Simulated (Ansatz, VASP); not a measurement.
Two plane-wave programs on Al

Contents of INCAR:

```
SYSTEM = Al
  PREC = Accurate
  ENCUT = 520
  EDIFF = 1E-6
  ISMEAR = -1
  SIGMA = 0.1
  LREAL = .False.
  LASPH = .True.
  NELM = 100
  ALGO = Normal
  ISIF = 2
  LWAVE = .False.
  LCHARG = .False.
  GGA = PS
  NBANDS = 14
```

File KPOINTS:

```
Automatic mesh
0
Gamma
  9 9 3
  0 0 0
```

File POSCAR:

```
Al
1.0
    2.8915601435      0.0000000000      0.0000000000
   -1.4457805832      2.5041650518      0.0000000000
    0.0000000000      0.0000000000      9.3955174329
Al
4
Direct
    0.0000000000      0.0000000000      0.0000000000
    0.3333333333      0.6666666667      0.2500000000
    0.0000000000      0.0000000000      0.5000000000
    0.6666666667      0.3333333333      0.7500000000
```

Input for Ansatz:

```yaml
crystal:
  lattice:
    - [2.8915601435452376, 0.0, 0.0]
    - [-1.44578058317718, 2.504165051820244, 0.0]
    - [0.0, 0.0, 9.39551743291235]
  atoms:
    - { symbol: Al, position: [0.0, 0.0, 0.0] }
    - { symbol: Al, position: [0.3333333333333333, 0.6666666666666666, 0.25] }
    - { symbol: Al, position: [0.0, 0.0, 0.5] }
    - { symbol: Al, position: [0.6666666666666666, 0.3333333333333333, 0.75] }
basis:
  ecutwfc: 470.0
kpoints:
  mp_grid:
    grid: [9, 9, 3]
hamiltonian:
  xc: pbesol
  pseudopotentials:
    kind: paw
scf:
  occupations:
    method: fermi_dirac
output:
  stress: true
```

Alike in both runs: task single point; functional PBEsol; k mesh 9 × 9 × 3; no spin polarisation.

```csv
,VASP,Ansatz
version,VASP 6.6.1,Ansatz 0.2.0
potentials or method,"VASP PAW PBE potentials, release 64 (Al), cutoff 520 eV","plane waves, PAW"
occupations,"fermi-dirac, width 0.1 eV",fermi-dirac
valence electrons in the cell,12,12
```

|  | VASP | Ansatz | Ansatz less VASP |
| --- | --- | --- | --- |
| pressure (GPa) | -3.5 | -3.5 | -0.05 |
| traceless stress, the component that is largest in VASP (GPa) | 1.73 | 1.73 | -0.005 |

VASP's potentials were made for PBE, not for PBEsol.
